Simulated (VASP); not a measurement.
# AgO: single point with r2SCAN

The system is AgO.

```
CELL_PARAMETERS angstrom
0.00000 2.52559 2.52559
2.52559 0.00000 2.52559
2.52559 2.52559 0.00000
ATOMIC_POSITIONS crystal
Ag 0.00000 0.00000 0.00000
O 0.75000 0.75000 0.75000
```

```json
{
 "Program": "VASP 6.6.1",
 "Task": "single point",
 "Functional": "r2SCAN",
 "Potentials or basis": "VASP PAW PBE potentials, release 64 (Ag, O)",
 "Cutoff": "520 eV",
 "k mesh": "14 × 14 × 14",
 "Occupations": "gaussian, width 0.1 eV",
 "Spin": "collinear spin, ferromagnetic start",
 "Starting moments": "[-0.39, -0.58] μB"
}
```

```
Pressure                                              : -3.8 GPa
Net moment                                            : 0.00 μB per cell
Valence electrons inside the program's atomic spheres : Ag 9.70; O 4.88
```

Levels at points of the mesh, in eV from the Fermi level:
Spin up:
```csv
k point,band 6,band 7,band 8,band 9,band 10,band 11,band 12,band 13
"(0.00, 0.00, 0.00)",-2.92,0.76,0.76,0.76,0.79,14.22,14.22,14.22
"(0.50, 0.00, 0.00)",-2.77,-2.59,-0.02,-0.02,5.75,7.15,13.98,13.98
"(0.50, 0.50, 0.00)",-2.66,-1.66,-1.21,-1.21,6.36,8.90,11.56,13.53
```
Spin down:
```
           k point  band 5  band 6  band 7  band 8  band 9  band 10  band 11  band 12  band 13  band 14
(0.00, 0.00, 0.00)   -2.92   -2.92    0.76    0.76    0.76     0.79    14.22    14.22    14.22    18.49
(0.50, 0.00, 0.00)   -2.77   -2.77   -2.59   -0.02   -0.02     5.75     7.15    13.98    13.98    16.07
(0.50, 0.50, 0.00)   -3.00   -2.66   -1.66   -1.21   -1.21     6.36     8.90    11.56    13.53    13.53
```

Run time: 5.4 min on 1 thread of Intel(R) Xeon(R) 6975P-C (Granite Rapids), with other jobs on the host, peak memory 0.26 GiB.

Caveat: the cell stands under tension; the PAW data sets were made with another functional, which shifts forces and pressure a little.
